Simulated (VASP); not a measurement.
# VN (Fm-3m) in VASP: settings compared, part 2 of 2

VASP 6.6.1. Earlier steps stand in the parts before.

## (4) Single point, PBE+D4, collinear spin, ferromagnetic start (volume scaled by 0.96)

Input file INCAR:

```
SYSTEM = VN
PREC = Accurate
ENCUT = 600
EDIFF = 1E-6
ISMEAR = 0
SIGMA = 0.05
LREAL = .FALSE.
LASPH = .TRUE.
NELM = 200
ALGO = Normal
ISIF = 2
LWAVE = .FALSE.
LCHARG = .FALSE.
ISPIN = 2
MAGMOM = 0.05 0
LORBIT = 11
LMAXMIX = 4
GGA = PE
IVDW = 13
NBANDS = 20
GGA_COMPAT = .FALSE.
```

Input file KPOINTS:

```
Automatic mesh
0
G
  10 10 10
  0 0 0
```

Input file POSCAR:

```
VN
1.0
    0.0000000000      2.0124154981      2.0124154981
    2.0124154981      0.0000000000      2.0124154981
    2.0124154981      2.0124154981      0.0000000000
V N
1 1
Direct
    0.0000000000      0.0000000000      0.0000000000
    0.5000000000      0.5000000000      0.5000000000
```

Started as:

```console
$ cat potpaw_PBE.64/V_sv/POTCAR potpaw_PBE.64/N/POTCAR > POTCAR
$ mpirun -np 1 vasp_std > vasp.out
```

Run time: 20 s. Hardware: 1 thread of Intel Xeon 6975P-C, shared host; peak memory 0.17 GiB.

The run converged. Its results:

```
Free energy                                           : -20.0274 eV
Pressure                                              : 15.6 GPa
Band gap on the k mesh                                : zero (filled and empty bands overlap)
Net moment                                            : 0.00 μB per cell
Valence electrons inside the program's atomic spheres : V 11.84; N 3.81
Dispersion energy per atom                            : -0.403 eV
```

Levels at points of the mesh, in eV from the Fermi level:
Spin up:
```tsv
k point	band 7	band 8	band 9	band 10	band 11	band 12
(0.00, 0.00, 0.00)	-2.44	-2.44	-1.76	-1.76	-1.76	-0.57
(0.50, 0.00, 0.00)	-6.62	-6.62	0.63	0.63	1.60	5.43
(0.50, 0.50, 0.00)	-4.29	-3.90	-3.90	0.52	1.32	1.32
```
Spin down:
```tsv
k point	band 7	band 8	band 9	band 10	band 11	band 12
(0.00, 0.00, 0.00)	-2.44	-2.44	-1.76	-1.76	-1.76	-0.57
(0.50, 0.00, 0.00)	-6.62	-6.62	0.63	0.63	1.60	5.44
(0.50, 0.50, 0.00)	-4.29	-3.90	-3.90	0.52	1.32	1.32
```

Caveat: the cell differs from its parent crystal (volume scaled by 0.96); pairwise dispersion overbinds metals, which lowers pressure and volume.

## (5) Single point, RPBE+D4, collinear spin, ferromagnetic start

This run uses another cell than the first one, of 8.34 Å³/atom, 1.020 times its volume.

Input file INCAR:

```
SYSTEM = VN
PREC     = Accurate       ! precision mode
ENCUT    = 600            ! plane-wave cutoff, eV
EDIFF    = 1E-6           ! SCF threshold, eV
ISMEAR   = 0              ! smearing method
SIGMA    = 0.05           ! smearing width, eV
LREAL    = .FALSE.        ! projectors in reciprocal space
LASPH    = .TRUE.         ! aspherical terms in the spheres
NELM     = 200            ! most SCF steps
ALGO     = Normal         ! electronic algorithm
ISIF     = 2              ! what is computed and relaxed
LWAVE    = .FALSE.        ! write WAVECAR
LCHARG   = .FALSE.        ! write CHGCAR
ISPIN    = 2              ! spin polarisation
MAGMOM   = 0.05 0         ! initial moments
LORBIT   = 11             ! projections on sites
LMAXMIX  = 4              ! l up to which the mixer works
GGA      = RP             ! functional
IVDW     = 13             ! dispersion correction
NBANDS   = 20             ! bands
GGA_COMPAT= .FALSE.
```

Input file KPOINTS:

```
regular mesh
0
G
  10 10 10
  0 0 0
```

Input file POSCAR:

```
VN
1.0
    0.0000000000      2.0282586577      2.0282586577
    2.0282586577      0.0000000000      2.0282586577
    2.0282586577      2.0282586577      0.0000000000
V N
1 1
Direct
    0.0000000000      0.0000000000      0.0000000000
    0.5000000000      0.5000000000      0.5000000000
```

Potentials or basis: VASP PAW PBE potentials, release 64 (V_sv, N).

Started as:

```console
$ cat potpaw_PBE.64/V_sv/POTCAR potpaw_PBE.64/N/POTCAR > POTCAR
$ mpirun -np 1 vasp_std > vasp.out
```

OUTCAR:

```text
SYSTEM = VN
   PREC = Accurate
   ENCUT = 600
   EDIFF = 1E-6
   ISMEAR = 0
   LREAL = .FALSE.
   LASPH = .TRUE.
   NELM = 200
   ISIF = 2
   ISPIN = 2
   LORBIT = 11
   GGA = RP
   IVDW = 13

 ion  position               nearest neighbor table
   1  0.000  0.000  0.000-   2 2.03   2 2.03   2 2.03   2 2.03   2 2.03   2 2.03
   2  0.500  0.500  0.500-   1 2.03   1 2.03   1 2.03   1 2.03   1 2.03   1 2.03

  LATTYP: Found a face centered cubic cell.
 ALAT       =     4.0565173154

  Lattice vectors:

 A1 = (   0.0000000000,   2.0282586577,   2.0282586577)
 A2 = (   2.0282586577,   0.0000000000,   2.0282586577)
 A3 = (   2.0282586577,   2.0282586577,   0.0000000000)

Analysis of symmetry for initial positions (statically):
=====================================================================
 Subroutine PRICEL returns:
 Original cell was already a primitive cell.

 Routine SETGRP: Setting up the symmetry group for a
 face centered cubic supercell.

 Subroutine GETGRP returns: Found 48 space group operations
 (whereof 48 operations were pure point group operations)
 out of a pool of 48 trial point group operations.

[... 1292 lines left out ...]

 [... further k-points ...]

------------------------ aborting loop because EDIFF is reached ----------------------------------------

  DFT-D4 for vdW energy calculation

  Edisp (eV):   -1.66095

  FORCE on cell =-STRESS in cart. coord.  units (eV):
  Direction    XX          YY          ZZ          XY          YZ          ZX
  --------------------------------------------------------------------------------------
  -------------------------------------------------------------------------------------
  Total       0.11318     0.11318     0.11318     0.00000     0.00000    -0.00000
  in kB      10.86595    10.86595    10.86595     0.00000     0.00000    -0.00000
  external pressure =       10.87 kB  Pullay stress =        0.00 kB

 VOLUME and BASIS-vectors are now :
 -----------------------------------------------------------------------------
  energy-cutoff  :      600.00
  volume of cell :       16.69
      direct lattice vectors                 reciprocal lattice vectors
     0.000000000  2.028258658  2.028258658    -0.246516882  0.246516882  0.246516882
     2.028258658  0.000000000  2.028258658     0.246516882 -0.246516882  0.246516882
     2.028258658  2.028258658  0.000000000     0.246516882  0.246516882 -0.246516882

 POSITION                                       TOTAL-FORCE (eV/Angst)
 -----------------------------------------------------------------------------------
      0.00000      0.00000      0.00000         0.000000      0.000000     -0.000000
      2.02826      2.02826      2.02826        -0.000000      0.000000      0.000000
 -----------------------------------------------------------------------------------
    total drift:                                0.000000     -0.000000     -0.000000

  FREE ENERGIE OF THE ION-ELECTRON SYSTEM (eV)
  ---------------------------------------------------
  free  energy   TOTEN  =       -19.8758830132 eV

  energy  without entropy=      -19.8734161519  energy(sigma->0) =      -19.87464958

 total charge

# of ion       s       p       d       tot
------------------------------------------
    1        2.251   6.307   3.211  11.769
    2        1.254   2.542   0.000   3.795
--------------------------------------------------
tot          3.504   8.849   3.211  15.564

 magnetization (x)

# of ion       s       p       d       tot
------------------------------------------
    1        0.000   0.000   0.003   0.003
    2       -0.000  -0.000   0.000  -0.000
--------------------------------------------------
tot          0.000  -0.000   0.003   0.003
```

OSZICAR:

```text
N       E                     dE             d eps       ncg     rms          rms(c)
DAV:   1     0.160504059358E+03    0.16050E+03   -0.95648E+03  3800   0.110E+03
DAV:   2    -0.177821054541E+02   -0.17829E+03   -0.16866E+03  3888   0.349E+02
DAV:   3    -0.234251945267E+02   -0.56431E+01   -0.55940E+01  4256   0.658E+01
DAV:   4    -0.234516051173E+02   -0.26411E-01   -0.26408E-01  4088   0.478E+00
DAV:   5    -0.234517326562E+02   -0.12754E-03   -0.12754E-03  4232   0.331E-01    0.325E+01
DAV:   6    -0.191496416453E+02    0.43021E+01   -0.14815E+01  4608   0.481E+01    0.902E+00
DAV:   7    -0.183365930074E+02    0.81305E+00   -0.49034E+00  4048   0.232E+01    0.107E+01
DAV:   8    -0.182588523615E+02    0.77741E-01   -0.65028E-01  3980   0.952E+00    0.192E+00
DAV:   9    -0.182148197222E+02    0.44033E-01   -0.91813E-02  4116   0.362E+00    0.303E-01
DAV:  10    -0.182150045444E+02   -0.18482E-03   -0.58265E-03  4148   0.686E-01    0.255E-01
DAV:  11    -0.182149212741E+02    0.83270E-04   -0.14517E-04  4184   0.125E-01    0.623E-02
DAV:  12    -0.182149275366E+02   -0.62625E-05   -0.13361E-05  4012   0.327E-02    0.348E-02
DAV:  13    -0.182149294980E+02   -0.19613E-05   -0.17965E-06  4012   0.128E-02    0.532E-03
DAV:  14    -0.182149295938E+02   -0.95843E-07   -0.16006E-07  1988   0.423E-03
   1 F= -.19875883E+02 E0= -.19874650E+02  d E =-.246686E-02  mag=     0.0029
```

stdout:

```text
POSCAR found type information on POSCAR V N
 POSCAR found :  2 types and       2 ions
 scaLAPACK will be used
 -----------------------------------------------------------------------------
|                                                                             |
|                                                                             |
|     You enforced a specific xc type in the INCAR file but a different       |
|     I HOPE YOU KNOW WHAT YOU ARE DOING!                                     |
|                                                                             |
 -----------------------------------------------------------------------------

 LDA part: xc-table for (Slater+PW92), standard interpolation
 POSCAR, INCAR and KPOINTS ok, starting setup
 FFT: planning ... GRIDC
 FFT: planning ... GRID_SOFT
 FFT: planning ... GRID
 WAVECAR not read
 entering main loop
```

Run time: 18 s. Hardware: 1 thread of Intel Xeon 6975P-C, shared host; peak memory 0.17 GiB.

What came out:

| Quantity | Value |
| --- | --- |
| Free energy | -19.8759 eV |
| Pressure | 1.1 GPa |
| Band gap on the k mesh | zero (filled and empty bands overlap) |
| Net moment | 0.00 μB per cell |
| Valence electrons inside the program's atomic spheres | V 11.77; N 3.79 |
| Dispersion energy per atom | -0.830 eV |

Caveat: the PAW data sets were made with another functional, which shifts forces and pressure a little; pairwise dispersion overbinds metals, which lowers pressure and volume. With open d or f shells a metallic result of RPBE can be an artefact of self-interaction; +U or a hybrid may open a gap.

## (6) The runs side by side

| level | cell | gap on the mesh (eV) | pressure (GPa) | moment (μB) |
| --- | --- | --- | --- | --- |
| RPBE+D4 | a = 2.849 Å, angles 60.0°, 2 atoms | none | 8.1 | 0.00 |
| PBE+D4 | a = 2.848 Å, angles 60.0°, 2 atoms | none | 14.8 | 0.00 |
| PBE+D4 | a = 2.846 Å, angles 60.0°, 2 atoms | none | 15.6 | 0.00 |
| RPBE+D4 | a = 2.868 Å, angles 60.0°, 2 atoms | none | 1.1 | 0.00 |

Alike in all rows: task single point; potentials or basis VASP PAW PBE potentials, release 64 (V_sv, N); spin collinear, ferromagnetic start; k mesh 10 × 10 × 10; cutoff (eV) 600; smearing gaussian 0.05 eV.

Caveats: pairwise dispersion overbinds metals, which lowers pressure and volume; the PAW data sets were made with another functional, which shifts forces and pressure a little (some runs).

Total energies depend on the potentials used, so only differences within one code and one set of settings carry meaning.
